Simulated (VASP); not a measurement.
The system is CsPbCl3.

```
Pb Cs Cl
1.0
     5.60500    0.00000    0.00000
     0.00000    5.60500    0.00000
     0.00000    0.00000    5.60500
Pb Cs Cl
1 1 3
Direct
  0.50000 0.50000 0.50000
  0.00000 0.00000 0.00000
  0.50000 0.00000 0.50000
  0.00000 0.50000 0.50000
  0.50000 0.50000 0.00000
```

Base run:

| Quantity | Value |
| --- | --- |
| Program | VASP 6.6.1 |
| Functional | PBE |
| Potentials or basis | VASP PAW PBE potentials, release 64 (Pb_d, Cs_sv, Cl) |
| Cutoff | 520 eV |
| k mesh | 4 × 4 × 4 |
| Occupations | fermi-dirac, width 0.05 eV |
| Spin | no spin polarisation |

Its results: band gap on the k mesh 1.94 eV, direct; pressure 1.8 GPa.

**Question.** The run is repeated on the same cell with these changes: functional from PBE to PBEsol. What comes out?

**Answer.** Band gap on the k mesh 1.80 eV, direct; pressure 0.2 GPa.

PBEsol binds more tightly than PBE, so the same cell stands under less pressure.

Caveats: spin-orbit coupling is left out, which moves the levels of the heavy elements; the PAW data sets were made with another functional, which shifts forces and pressure a little (some runs).

A k mesh can miss the band edges.
